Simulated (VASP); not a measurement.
Write the native input for VASP 6.6.1 that does the following.

```
Task                   : single point
Functional             : PBEsol
Potentials or basis    : VASP PAW PBE potentials, release 64 (Mg, O)
Cutoff                 : 520 eV
k mesh                 : 12 × 12 × 12
Occupations            : gaussian, width 0.02 eV
Spin                   : no spin polarisation
Dipole correction      : no
Further INCAR settings : ALGO = Normal; EDIFF = 1e-06; NBANDS = 14
```

The structure of MgO2 lies in POSCAR:

```
MgO2
1.0
    1.5838234691      0.9144209062      3.4573706184
   -1.5838234691      0.9144209062      3.4573706184
    0.0000000000     -1.8288418125      3.4573706184
Mg O
1 2
Direct
    0.0000000000      0.0000000000      0.0000000000
    0.4291433726      0.4291433726      0.4291433726
    0.5708566274      0.5708566274      0.5708566274
```

These files were run (other wordings do the same):

INCAR

```
PREC = Accurate
ENCUT = 520
EDIFF = 1E-6
ISMEAR = 0
SIGMA = 0.02
LREAL = F
LASPH = T
NELM = 100
ALGO = Normal
ISIF = 2
LWAVE = F
LCHARG = F
GGA = PS
NBANDS = 14
```

KPOINTS

```
Automatic mesh
0
Gamma
  12 12 12
```

Potentials or basis: VASP PAW PBE potentials, release 64 (Mg, O).

Launch:

```bash
$ cat potpaw_PBE.64/Mg/POTCAR potpaw_PBE.64/O/POTCAR > POTCAR
$ mpirun -np 1 vasp_std > vasp.out
```

Results of the run:

```
Pressure               : -0.1 GPa
Largest force          : 0.205 eV/Å
Band gap on the k mesh : 2.45 eV, direct
```

Caveat: the PAW data sets were made with another functional, which shifts forces and pressure a little.

Wall time 41 s on 1 thread of Intel(R) Xeon(R) 6975P-C (Granite Rapids) (shared host), peak memory 0.22 GiB.
